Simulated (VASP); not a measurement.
# ZnO (rock salt type) (Fm-3m) in VASP: notebook

Runs on ZnO (rock salt type). Level: PBE. Tasks: single point.

Everything below comes from runs of VASP 6.6.1. Logs are shortened: lines on timing, memory, paths and dates and some standing lists are left out, and cuts for length are marked.

### Step 1. The cell of the first run

The structure is cubic, space group Fm-3m (No. 225). Conventional cell: a = 4.240 Å, b = 4.240 Å, c = 4.240 Å, α = 90.00°, β = 90.00°, γ = 90.00°. Within 2.8 Å of Zn (site symmetry m-3m) lie 6 O at 2.12 Å. O (site symmetry m-3m) has 6 Zn at 2.12 Å within 2.8 Å.

### Step 2. Single point, PBE

INCAR reads:

```
PREC = Accurate
ENCUT = 520
EDIFF = 1E-6
ISMEAR = -1
SIGMA = 0.06122561905347299
LREAL = F
LASPH = T
NELM = 100
ALGO = Normal
ISIF = 2
LWAVE = F
LCHARG = T
GGA = PE
LELF = T
LVHAR = T
NBANDS = 16
```

KPOINTS reads:

```
regular mesh
0
Gamma
  15 15 15
```

POSCAR reads:

```
ZnO
1.0
    0.0000000000      2.1202254493      2.1202254493
    2.1202254493      0.0000000000      2.1202254493
    2.1202254493      2.1202254493      0.0000000000
Zn O
1 1
Direct
    0.0000000000      0.0000000000      0.0000000000
    0.5000000000      0.5000000000      0.5000000000
```

Potentials or basis: VASP PAW PBE potentials, release 64 (Zn, O).

Command:

```
cat potpaw_PBE.64/Zn/POTCAR potpaw_PBE.64/O/POTCAR > POTCAR
mpirun -np 1 vasp_std > vasp.out
```

OUTCAR:

```text
PREC = Accurate
   ENCUT = 520
   EDIFF = 1E-6
   ISMEAR = -1
   LREAL = F
   LASPH = T
   NELM = 100
   ISIF = 2
   GGA = PE

 ion  position               nearest neighbor table
   1  0.000  0.000  0.000-   2 2.12   2 2.12   2 2.12   2 2.12   2 2.12   2 2.12
   2  0.500  0.500  0.500-   1 2.12   1 2.12   1 2.12   1 2.12   1 2.12   1 2.12

  LATTYP: Found a face centered cubic cell.
 ALAT       =     4.2404508986

  Lattice vectors:

 A1 = (   0.0000000000,   2.1202254493,   2.1202254493)
 A2 = (   2.1202254493,   0.0000000000,   2.1202254493)
 A3 = (   2.1202254493,   2.1202254493,   0.0000000000)

Analysis of symmetry for initial positions (statically):
=====================================================================
 Subroutine PRICEL returns:
 Original cell was already a primitive cell.

 Routine SETGRP: Setting up the symmetry group for a
 face centered cubic supercell.

 Subroutine GETGRP returns: Found 48 space group operations
 (whereof 48 operations were pure point group operations)
 out of a pool of 48 trial point group operations.

The static configuration has the point symmetry O_h .

Analysis of symmetry for dynamics (positions and initial velocities):
=====================================================================
 Subroutine PRICEL returns:
 Original cell was already a primitive cell.

 Routine SETGRP: Setting up the symmetry group for a
 face centered cubic supercell.

 Subroutine GETGRP returns: Found 48 space group operations
 (whereof 48 operations were pure point group operations)
 out of a pool of 48 trial point group operations.

The dynamic configuration has the point symmetry O_h .

 Subroutine INISYM returns: Found 48 space group operations
 (whereof 48 operations are pure point group operations),
 and found     1 'primitive' translations

----------------------------------------------------------------------------------------

                                     Primitive cell

  volume of cell :      19.0623

  direct lattice vectors                    reciprocal lattice vectors
     0.000000000  2.120225449  2.120225449    -0.235823978  0.235823978  0.235823978
     2.120225449  0.000000000  2.120225449     0.235823978 -0.235823978  0.235823978
     2.120225449  2.120225449  0.000000000     0.235823978  0.235823978 -0.235823978

  length of vectors
     2.998451586  2.998451586  2.998451586     0.408459112  0.408459112  0.408459112

  position of ions in fractional coordinates (direct lattice)
     0.000000000  0.000000000  0.000000000
     0.500000000  0.500000000  0.500000000

  ion indices of the primitive-cell ions
   primitive index   ion index
                 1           1
                 2           2

----------------------------------------------------------------------------------------

 KPOINTS: regular mesh

Automatic generation of k-mesh.
 Grid dimensions read from file:
 generate k-points for:   15   15   15

 Generating k-lattice:

  Cartesian coordinates                     Fractional coordinates (reciprocal lattice)
    -0.015721599  0.015721599  0.015721599     0.066666667  0.000000000  0.000000000
     0.015721599 -0.015721599  0.015721599     0.000000000  0.066666667  0.000000000
     0.015721599  0.015721599 -0.015721599     0.000000000  0.000000000  0.066666667

  Length of vectors
     0.027230607  0.027230607  0.027230607

  Shift w.r.t. Gamma in fractional coordinates (k-lattice)
     0.000000000  0.000000000  0.000000000

 Subroutine IBZKPT returns following result:
 ===========================================

 Found    120 irreducible k-points:

 Following reciprocal coordinates:
            Coordinates               Weight
  0.000000  0.000000  0.000000      1.000000
  0.066667  0.000000  0.000000      8.000000
  0.133333  0.000000  0.000000      8.000000
  0.200000  0.000000  0.000000      8.000000
  0.266667  0.000000  0.000000      8.000000
  0.333333  0.000000  0.000000      8.000000
[... 16 lines left out ...]
  0.133333  0.133333  0.000000      6.000000
  0.200000  0.133333  0.000000     24.000000
 [... further k-points ...]
   k-points           NKPTS =    120   k-points in BZ     NKDIM =    120   number of bands    NBANDS=     16
   number of dos      NEDOS =    301   number of ions     NIONS =      2
   total plane-waves  NPLWV =  13824
   dimension x,y,z NGX =    24 NGY =   24 NGZ =   24
   dimension x,y,z NGXF=    48 NGYF=   48 NGZF=   48
   ions per type =               1   1
   NGX,Y,Z   is equivalent  to a cutoff of  13.31, 13.31, 13.31 a.u.
   NGXF,Y,Z  is equivalent  to a cutoff of  26.61, 26.61, 26.61 a.u.
 SYSTEM =  unknown system
   PREC   = accura    normal or accurate (medium, high low for compatibility)
   ISTART =      0    job   : 0-new  1-cont  2-samecut
   ICHARG =      2    charge: 1-file 2-atom 10-const
   ISPIN  =      1    spin polarized calculation?
   LNONCOLLINEAR =      F non collinear calculations
   LSORBIT =      F    spin-orbit coupling
   LASPH  =      T    aspherical Exc in radial PAW
   ENCUT  =  520.0 eV  38.22 Ry    6.18 a.u.   5.58  5.58  5.58*2*pi/ulx,y,z
   NELM   =    100;   NELMIN=  2; NELMDL= -5     # of ELM steps
   EDIFF  = 0.1E-05   stopping-criterion for ELM
   LREAL  =      F    real-space projection
   EDIFFG = 0.1E-04   stopping-criterion for IOM
   NSW    =      0    number of steps for IOM
   IBRION =     -1    ionic relax: 0-MD 1-quasi-New 2-CG
   NFREE  =      0    steps in history (QN), initial steepest desc. (CG)
   ISIF   =      2    stress and relaxation
   ISYM   =      2    0-nonsym 1-usesym 2-fastsym
   POTIM  = 0.5000    time-step for ionic-motion
   TEBEG  =    0.0;   TEEND  =   0.0 temperature during run
   PSTRESS=    0.0 pullay stress
   NELECT =      18.0000    total number of electrons
   NUPDOWN=      -1.0000    fix difference up-down
   EMIN   =  10.00;   EMAX   =-10.00  energy-range for DOS
   EFERMI =   0.00;   METHOD = LEGACY
   ISMEAR =    -1;   SIGMA  =   0.06  broadening in eV -4-tet -1-fermi 0-gaus
   EFERMI_NEDOS =   21; number of points for ismear=-14 and -15
   IALGO  =     38    algorithm
   IMIX   =      4    mixing-type and parameters
     AMIX     =   0.40;   BMIX     =  1.00
     AMIX_MAG =   1.60;   BMIX_MAG =  1.00
  volume/ion in A,a.u.               =       9.53        64.32
  Fermi-wavevector in a.u.,A,eV,Ry     =   1.606104  3.035096 35.097175  2.579570
  Thomas-Fermi vector in A             =   2.702344
   LORBIT       =      0    0 simple, 1 ext, 2 COOP (PROOUT), +10 PAW based schemes
   GGA     = PE    functional components
   LHFCALC =     F    Hartree Fock is set to
   AEXX    =    0.0000 exact exchange contribution
   IVDW    =     0    specifies the selected vdW correction
   LEPSILON=     F    determine dielectric tensor
   LRPA    =     F    only Hartree local field effects (RPA)
 non-spin polarized calculation
  energy-cutoff  :      520.00
  volume of cell :       19.06
 maximum number of plane-waves:       533
   NGX = 11   NGY = 11   NGZ = 11

 number of electron      17.9999993 magnetization

 Free energy of the ion-electron system (eV)
  ---------------------------------------------------
  ext. energy  EPLUGINS =         0.00000000
  ---------------------------------------------------
  free energy    TOTEN  =        -8.57849826 eV

  energy without entropy =       -8.57849645  energy(sigma->0) =       -8.57849735

 E-fermi :   3.6705     XC(G=0): -12.4533

 val. band max:        3.0176562434   @ k =   0.4667   0.0000   0.0000
 cond. band min:       4.0363500998   @ k =   0.0000   0.0000   0.0000
 fundamental gap:      1.0186938564
 Fermi energy:         3.6705474386

 k-point     1 :       0.0000    0.0000    0.0000
  band No.  band energies     occupation
      1     -15.8306      2.00000
      2      -1.8799      2.00000
      3      -1.8799      2.00000
      4      -1.8799      2.00000
      5      -1.6515      2.00000
      6      -1.6515      2.00000
[... 8 lines left out ...]
     15      22.8217      0.00000
     16      22.8217      0.00000

 k-point     2 :       0.0667    0.0000    0.0000
  band No.  band energies     occupation
      1     -15.7785      2.00000
      2      -1.9165      2.00000
      3      -1.8786      2.00000
      4      -1.8786      2.00000
      5      -1.7086      2.00000
      6      -1.7086      2.00000
[... 8 lines left out ...]
     15      22.7888      0.00000
     16      22.7888      0.00000

 k-point     3 :       0.1333    0.0000    0.0000
  band No.  band energies     occupation
      1     -15.6272      2.00000
      2      -2.0634      2.00000
      3      -1.9728      2.00000
      4      -1.9728      2.00000
      5      -1.7553      2.00000
      6      -1.7553      2.00000
[... 8 lines left out ...]
     15      23.0259      0.00000
     16      23.0259      0.00000

 k-point     4 :       0.2000    0.0000    0.0000
  band No.  band energies     occupation
      1     -15.3928      2.00000
      2      -2.4256      2.00000
      3      -2.2023      2.00000
      4      -2.2023      2.00000
      5      -1.6990      2.00000
      6      -1.6990      2.00000
[... 8 lines left out ...]
     15      23.6351      0.00000
     16      23.6351      0.00000
[... 324 lines left out ...]
 k-point    22 :      -0.0667    0.0667    0.0000
  band No.  band energies     occupation
      1     -15.6937      2.00000
      2      -1.9559      2.00000
      3      -1.9547      2.00000
      4      -1.8843      2.00000
      5      -1.8509      2.00000
      6      -1.6844      2.00000
[... 8 lines left out ...]
     15      22.5907      0.00000
     16      23.7755      0.00000

 k-point    23 :       0.1333    0.1333    0.0000
  band No.  band energies     occupation
      1     -15.5652      2.00000
      2      -2.2986      2.00000
      3      -1.9560      2.00000
      4      -1.8822      2.00000
      5      -1.8822      2.00000
      6      -1.6160      2.00000
[... 8 lines left out ...]
     15      25.9144      0.00000
     16      26.0179      0.00000

 k-point    24 :       0.2000    0.1333    0.0000
  band No.  band energies     occupation
      1     -15.3984      2.00000
      2      -2.6021      2.00000
      3      -2.0507      2.00000
      4      -1.9284      2.00000
      5      -1.8425      2.00000
      6      -1.6009      2.00000
[... 8 lines left out ...]
     15      25.8918      0.00000
     16      26.6393      0.00000

 [... further k-points ...]

------------------------ aborting loop because EDIFF is reached ----------------------------------------

  FORCE on cell =-STRESS in cart. coord.  units (eV):
  Direction    XX          YY          ZZ          XY          YZ          ZX
  --------------------------------------------------------------------------------------
  -------------------------------------------------------------------------------------
  Total        1.5750461      1.5750461      1.5750461      0.0000000     -0.0000000      0.0000000
  in kB      132.3816324    132.3816324    132.3816324      0.0000000     -0.0000000      0.0000000
  external PRESSURE =     132.3816324 kB  Pullay stress =       0.0000000 kB

 VOLUME and BASIS-vectors are now :
 -----------------------------------------------------------------------------
  energy-cutoff  :      520.00
  volume of cell :       19.06
      direct lattice vectors                 reciprocal lattice vectors
     0.000000000  2.120225449  2.120225449    -0.235823978  0.235823978  0.235823978
     2.120225449  0.000000000  2.120225449     0.235823978 -0.235823978  0.235823978
     2.120225449  2.120225449  0.000000000     0.235823978  0.235823978 -0.235823978

 POSITION                                       TOTAL-FORCE (eV/Angst)
 -----------------------------------------------------------------------------------
      0.00000      0.00000      0.00000        -0.000000      0.000000      0.000000
      2.12023      2.12023      2.12023         0.000000     -0.000000     -0.000000
 -----------------------------------------------------------------------------------
    total drift:                                0.000000     -0.000000     -0.000000

  FREE ENERGIE OF THE ION-ELECTRON SYSTEM (eV)
  ---------------------------------------------------
  free  energy   TOTEN  =        -8.5784982627 eV

  energy  without entropy=       -8.5784964466  energy(sigma->0) =       -8.57849735
```

It took 20 s on 1 thread of Intel Xeon Platinum 8375C at 2.90GHz (Ice Lake), shared host; peak memory 0.16 GiB.

Results:

```yaml
Free_energy: -8.5785 eV
Pressure: 13.2 GPa
Band_gap_on_the_k_mesh: 1.02 eV, indirect (least direct gap 2.48 eV)
```

Levels at points of the mesh, in eV from the valence-band top:
| k point | band 7 | band 8 | band 9 | band 10 | band 11 | band 12 |
| --- | --- | --- | --- | --- | --- | --- |
| (0.00, 0.00, 0.00) | -1.46 | -1.46 | -1.46 | 1.02 | 18.15 | 18.15 |

A k mesh can miss the band edges.

### Step 3. Single point, PBE

This run uses another cell than the first one, of 9.73 Å³/atom, 1.021 times its volume.

INCAR reads:

```
ALGO = Normal
EDIFF = 1E-6
ENCUT = 520
GGA = PE
ISIF = 2
ISMEAR = -1
LASPH = T
LCHARG = F
LREAL = F
LWAVE = F
NBANDS = 16
NELM = 60
PREC = Accurate
SIGMA = 0.06122561905347299
```

KPOINTS reads:

```
k-points
0
Gamma
  15 15 15
```

POSCAR reads:

```
ZnO
1.0
    0.0000000000      2.1351571064      2.1351571064
    2.1351571064      0.0000000000      2.1351571064
    2.1351571064      2.1351571064      0.0000000000
Zn O
1 1
Direct
    0.0000000000      0.0000000000      0.0000000000
    0.5000000000      0.5000000000      0.5000000000
```

Potentials or basis: VASP PAW PBE potentials, release 64 (Zn, O).

Command:

```
cat potpaw_PBE.64/Zn/POTCAR potpaw_PBE.64/O/POTCAR > POTCAR
mpirun -np 1 vasp_std > vasp.out
```

It took 19 s on 1 thread of Intel Xeon Platinum 8375C at 2.90GHz (Ice Lake), shared host; peak memory 0.16 GiB.

Results (log left out):

| Item | Value |
| --- | --- |
| Free energy | -8.6067 eV |
| Pressure | 8.7 GPa |
| Band gap on the k mesh | 0.92 eV, indirect (least direct gap 2.30 eV) |

Levels at points of the mesh, in eV from the valence-band top:
| k point | band 5 | band 6 | band 7 | band 8 | band 9 | band 10 | band 11 | band 12 | band 13 | band 14 |
| --- | --- | --- | --- | --- | --- | --- | --- | --- | --- | --- |
| (0.00, 0.00, 0.00) | -4.64 | -4.64 | -1.38 | -1.38 | -1.38 | 0.92 | 18.03 | 18.03 | 18.03 | 18.35 |
